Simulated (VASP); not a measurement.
# LiF (Pm-3m) in VASP: single point with r2SCAN

Aim: the single point of LiF with r2SCAN.

All numbers are computed with VASP 6.6.1; they aren't measurements. Logs are shortened: lines on timing, memory, paths and dates and some standing lists are left out, and cuts for length are marked.

### Step 1. The cell of the first run

Symmetry: Pm-3m, No. 221, cubic system. The conventional cell has a = 2.516 Å, b = 2.516 Å, c = 2.516 Å, α = 90.00°, β = 90.00°, γ = 90.00°. Within 2.9 Å of Li (site symmetry m-3m) lie 8 F at 2.18 Å and 6 Li at 2.52 Å. F (site symmetry m-3m) has 8 Li at 2.18 Å and 6 F at 2.52 Å within 2.9 Å.

### Step 2. Single point, r2SCAN

POSCAR reads:

```
LiF
1.0
    2.5162584520      0.0000000000      0.0000000000
    0.0000000000      2.5162584520      0.0000000000
    0.0000000000      0.0000000000      2.5162584520
Li F
1 1
Direct
    0.0000000000      0.0000000000      0.0000000000
    0.5000000000      0.5000000000      0.5000000000
```

INCAR.step1 reads:

```
ALGO = Normal
EDIFF = 1E-5
ENCUT = 910
GGA = PE
GGA_COMPAT = F
ISMEAR = 0
LASPH = T
LCHARG = F
LREAL = F
LWAVE = T
NBANDS = 12
NELM = 120
PREC = Accurate
SIGMA = 0.01
```

INCAR.step2 reads:

```
ALGO = Normal
EDIFF = 1E-6
ENCUT = 910
GGA_COMPAT = F
ISIF = 2
ISMEAR = 0
ISTART = 1
LASPH = T
LCHARG = F
LMIXTAU = T
LREAL = F
LWAVE = F
METAGGA = R2SCAN
NBANDS = 12
NELM = 120
PREC = Accurate
SIGMA = 0.01
```

KPOINTS reads:

```
k-points
0
Gamma
  10 10 10
```

Potentials or basis: VASP PAW PBE potentials, release 64 (Li_sv, F_h).

The run is started by

```bash
cat potpaw_PBE.64/Li_sv/POTCAR potpaw_PBE.64/F_h/POTCAR > POTCAR
cp INCAR.step1 INCAR
mpirun -np 1 vasp_std > vasp.out
cp INCAR.step2 INCAR
mpirun -np 1 vasp_std > vasp.out
```

OUTCAR:

```text
EDIFF = 1E-6
   ENCUT = 910
   ISIF = 2
   ISMEAR = 0
   ISTART = 1
   LASPH = T
   LREAL = F
   METAGGA = R2SCAN
   NELM = 120
   PREC = Accurate

 ion  position               nearest neighbor table
   1  0.000  0.000  0.000-
   2  0.500  0.500  0.500-

  LATTYP: Found a simple cubic cell.
 ALAT       =     2.5162584520

  Lattice vectors:

 A1 = (   2.5162584520,   0.0000000000,   0.0000000000)
 A2 = (   0.0000000000,   2.5162584520,   0.0000000000)
 A3 = (   0.0000000000,   0.0000000000,   2.5162584520)

Analysis of symmetry for initial positions (statically):
=====================================================================
 Subroutine PRICEL returns:
 Original cell was already a primitive cell.

 Routine SETGRP: Setting up the symmetry group for a
 simple cubic supercell.

 Subroutine GETGRP returns: Found 48 space group operations
 (whereof 48 operations were pure point group operations)
 out of a pool of 48 trial point group operations.

The static configuration has the point symmetry O_h .

Analysis of symmetry for dynamics (positions and initial velocities):
=====================================================================
 Subroutine PRICEL returns:
 Original cell was already a primitive cell.

 Routine SETGRP: Setting up the symmetry group for a
 simple cubic supercell.

 Subroutine GETGRP returns: Found 48 space group operations
 (whereof 48 operations were pure point group operations)
 out of a pool of 48 trial point group operations.

The dynamic configuration has the point symmetry O_h .

 Subroutine INISYM returns: Found 48 space group operations
 (whereof 48 operations are pure point group operations),
 and found     1 'primitive' translations

----------------------------------------------------------------------------------------

                                     Primitive cell

  volume of cell :      15.9318

  direct lattice vectors                    reciprocal lattice vectors
     2.516258452  0.000000000  0.000000000     0.397415456  0.000000000  0.000000000
     0.000000000  2.516258452  0.000000000     0.000000000  0.397415456  0.000000000
     0.000000000  0.000000000  2.516258452     0.000000000  0.000000000  0.397415456

  length of vectors
     2.516258452  2.516258452  2.516258452     0.397415456  0.397415456  0.397415456

  position of ions in fractional coordinates (direct lattice)
     0.000000000  0.000000000  0.000000000
     0.500000000  0.500000000  0.500000000

  ion indices of the primitive-cell ions
   primitive index   ion index
                 1           1
                 2           2

----------------------------------------------------------------------------------------

 KPOINTS: k-points

Automatic generation of k-mesh.
 Grid dimensions read from file:
 generate k-points for:   10   10   10

 Generating k-lattice:

  Cartesian coordinates                     Fractional coordinates (reciprocal lattice)
     0.039741546  0.000000000  0.000000000     0.100000000  0.000000000  0.000000000
     0.000000000  0.039741546  0.000000000     0.000000000  0.100000000  0.000000000
     0.000000000  0.000000000  0.039741546     0.000000000  0.000000000  0.100000000

  Length of vectors
     0.039741546  0.039741546  0.039741546

  Shift w.r.t. Gamma in fractional coordinates (k-lattice)
     0.000000000  0.000000000  0.000000000

 Subroutine IBZKPT returns following result:
 ===========================================

 Found     56 irreducible k-points:

 Following reciprocal coordinates:
            Coordinates               Weight
  0.000000  0.000000  0.000000      1.000000
  0.100000  0.000000  0.000000      6.000000
  0.200000  0.000000  0.000000      6.000000
  0.300000  0.000000  0.000000      6.000000
  0.400000  0.000000  0.000000      6.000000
  0.500000  0.000000  0.000000      3.000000
[... 16 lines left out ...]
  0.200000  0.100000  0.100000     24.000000
  0.300000  0.100000  0.100000     24.000000
 [... further k-points ...]
   k-points           NKPTS =     56   k-points in BZ     NKDIM =     56   number of bands    NBANDS=     12
   number of dos      NEDOS =    301   number of ions     NIONS =      2
   total plane-waves  NPLWV =  21952
   dimension x,y,z NGX =    28 NGY =   28 NGZ =   28
   dimension x,y,z NGXF=    56 NGYF=   56 NGZF=   56
   ions per type =               1   1
   NGX,Y,Z   is equivalent  to a cutoff of  18.50, 18.50, 18.50 a.u.
   NGXF,Y,Z  is equivalent  to a cutoff of  37.00, 37.00, 37.00 a.u.
 SYSTEM =  unknown system
   PREC   = accura    normal or accurate (medium, high low for compatibility)
   ISTART =      1    job   : 0-new  1-cont  2-samecut
   ICHARG =      0    charge: 1-file 2-atom 10-const
   ISPIN  =      1    spin polarized calculation?
   LNONCOLLINEAR =      F non collinear calculations
   LSORBIT =      F    spin-orbit coupling
   LASPH  =      T    aspherical Exc in radial PAW
   ENCUT  =  910.0 eV  66.88 Ry    8.18 a.u.   6.19  6.19  6.19*2*pi/ulx,y,z
   NELM   =    120;   NELMIN=  2; NELMDL=  0     # of ELM steps
   EDIFF  = 0.1E-05   stopping-criterion for ELM
   LREAL  =      F    real-space projection
   EDIFFG = 0.1E-04   stopping-criterion for IOM
   NSW    =      0    number of steps for IOM
   IBRION =     -1    ionic relax: 0-MD 1-quasi-New 2-CG
   NFREE  =      0    steps in history (QN), initial steepest desc. (CG)
   ISIF   =      2    stress and relaxation
   ISYM   =      2    0-nonsym 1-usesym 2-fastsym
   POTIM  = 0.5000    time-step for ionic-motion
   TEBEG  =    0.0;   TEEND  =   0.0 temperature during run
   PSTRESS=    0.0 pullay stress
   NELECT =      10.0000    total number of electrons
   NUPDOWN=      -1.0000    fix difference up-down
   EMIN   =  10.00;   EMAX   =-10.00  energy-range for DOS
   EFERMI =   0.00;   METHOD = LEGACY
   ISMEAR =     0;   SIGMA  =   0.01  broadening in eV -4-tet -1-fermi 0-gaus
   EFERMI_NEDOS =   21; number of points for ismear=-14 and -15
   IALGO  =     38    algorithm
   IMIX   =      4    mixing-type and parameters
     AMIX     =   0.40;   BMIX     =  1.00
     AMIX_MAG =   1.60;   BMIX_MAG =  1.00
  volume/ion in A,a.u.               =       7.97        53.76
  Fermi-wavevector in a.u.,A,eV,Ry     =   1.401693  2.648816 26.731957  1.964743
  Thomas-Fermi vector in A             =   2.524529
   LORBIT       =      0    0 simple, 1 ext, 2 COOP (PROOUT), +10 PAW based schemes
   METAGGA = R2SCAN    functional components
   LHFCALC =     F    Hartree Fock is set to
   AEXX    =    0.0000 exact exchange contribution
   IVDW    =     0    specifies the selected vdW correction
   LEPSILON=     F    determine dielectric tensor
   LRPA    =     F    only Hartree local field effects (RPA)
 non-spin polarized calculation
 Gauss-broadening in eV      SIGMA  =   0.01
  energy-cutoff  :      910.00
  volume of cell :       15.93
 maximum number of plane-waves:      1021
 NGX is ok and might be reduce to    28
   NGX = 13   NGY = 13   NGZ = 13

 number of electron       9.9999998 magnetization

 Free energy of the ion-electron system (eV)
  ---------------------------------------------------
  ext. energy  EPLUGINS =         0.00000000
  ---------------------------------------------------
  free energy    TOTEN  =       -11.28373320 eV

  energy without entropy =      -11.28373320  energy(sigma->0) =      -11.28373320

 E-fermi :   0.4815     XC(G=0): -10.7420

 val. band max:        0.4028497706   @ k =   0.5000   0.5000   0.0000
 cond. band min:       9.5041491329   @ k =   0.0000   0.0000   0.0000
 fundamental gap:      9.1012993623
 Fermi energy:         0.4814639134

 k-point     1 :       0.0000    0.0000    0.0000
  band No.  band energies     occupation
      1     -43.5611      2.00000
      2     -21.7548      2.00000
      3      -0.3349      2.00000
      4      -0.3349      2.00000
      5      -0.3349      2.00000
      6       9.5041      0.00000
      7      20.6617      0.00000
      8      20.6617      0.00000
      9      23.7316      0.00000
     10      23.7316      0.00000
     11      23.7316      0.00000
     12      41.1090      0.00000

 k-point     2 :       0.1000    0.0000    0.0000
  band No.  band energies     occupation
      1     -43.5559      2.00000
      2     -21.7104      2.00000
      3      -0.7011      2.00000
      4      -0.2953      2.00000
      5      -0.2953      2.00000
      6       9.7363      0.00000
      7      19.4366      0.00000
      8      20.9034      0.00000
      9      23.6676      0.00000
     10      23.6676      0.00000
     11      25.5920      0.00000
     12      39.6519      0.00000

 k-point     3 :       0.2000    0.0000    0.0000
  band No.  band energies     occupation
      1     -43.5426      2.00000
      2     -21.5917      2.00000
      3      -1.5750      2.00000
      4      -0.1909      2.00000
      5      -0.1909      2.00000
      6      10.2240      0.00000
      7      17.9311      0.00000
      8      21.6284      0.00000
      9      23.4792      0.00000
     10      23.4792      0.00000
     11      28.9946      0.00000
     12      36.1322      0.00000
[... 286 lines left out ...]
 k-point    23 :       0.2000    0.1000    0.1000
  band No.  band energies     occupation
      1     -43.5332      2.00000
      2     -21.4979      2.00000
      3      -1.4998      2.00000
      4      -0.5630      2.00000
      5      -0.4704      2.00000
      6      10.8042      0.00000
      7      17.8486      0.00000
      8      19.5068      0.00000
      9      23.3797      0.00000
     10      26.2983      0.00000
     11      29.4845      0.00000
     12      34.0942      0.00000

 k-point    24 :       0.3000    0.1000    0.1000
  band No.  band energies     occupation
      1     -43.5173      2.00000
      2     -21.3414      2.00000
      3      -2.4563      2.00000
      4      -0.4581      2.00000
      5      -0.3157      2.00000
      6      11.3077      0.00000
      7      16.8280      0.00000
      8      19.8298      0.00000
      9      23.3474      0.00000
     10      26.2445      0.00000
     11      32.2781      0.00000
     12      32.6513      0.00000

 [... further k-points ...]
[... 5 lines left out ...]
  --------------------------------------------------------------------------------------
  -------------------------------------------------------------------------------------
  Total       -0.1294396     -0.1294396     -0.1294396      0.0000000      0.0000000      0.0000000
  in kB      -13.0170337    -13.0170337    -13.0170337      0.0000000      0.0000000      0.0000000
  external PRESSURE =     -13.0170337 kB  Pullay stress =       0.0000000 kB

 VOLUME and BASIS-vectors are now :
 -----------------------------------------------------------------------------
  energy-cutoff  :      910.00
  volume of cell :       15.93
      direct lattice vectors                 reciprocal lattice vectors
     2.516258452  0.000000000  0.000000000     0.397415456  0.000000000  0.000000000
     0.000000000  2.516258452  0.000000000     0.000000000  0.397415456  0.000000000
     0.000000000  0.000000000  2.516258452     0.000000000  0.000000000  0.397415456

 POSITION                                       TOTAL-FORCE (eV/Angst)
 -----------------------------------------------------------------------------------
      0.00000      0.00000      0.00000         0.000000      0.000000      0.000000
      1.25813      1.25813      1.25813         0.000000      0.000000      0.000000
 -----------------------------------------------------------------------------------
    total drift:                                0.000000      0.000000      0.000000

  FREE ENERGIE OF THE ION-ELECTRON SYSTEM (eV)
  ---------------------------------------------------
  free  energy   TOTEN  =       -11.2837331983 eV

  energy  without entropy=      -11.2837331983  energy(sigma->0) =      -11.28373320
```

It took 55 s on 1 thread of Intel Xeon Platinum 8375C at 2.90GHz (Ice Lake), shared host; peak memory 0.16 GiB.

Results:

```yaml
Free_energy: -11.2837 eV
Pressure: -1.3 GPa
Band_gap_on_the_k_mesh: 9.10 eV, indirect (least direct gap 9.84 eV)
```

Caveat: the cutoff is under 1.25 times the usual one of these potentials, so pressure, stress and relaxed cells hold a basis-set (Pulay) error; the PAW data sets were made with another functional, which shifts forces and pressure a little. r2SCAN opens gaps a little over a GGA but as a rule still falls short of measured ones.
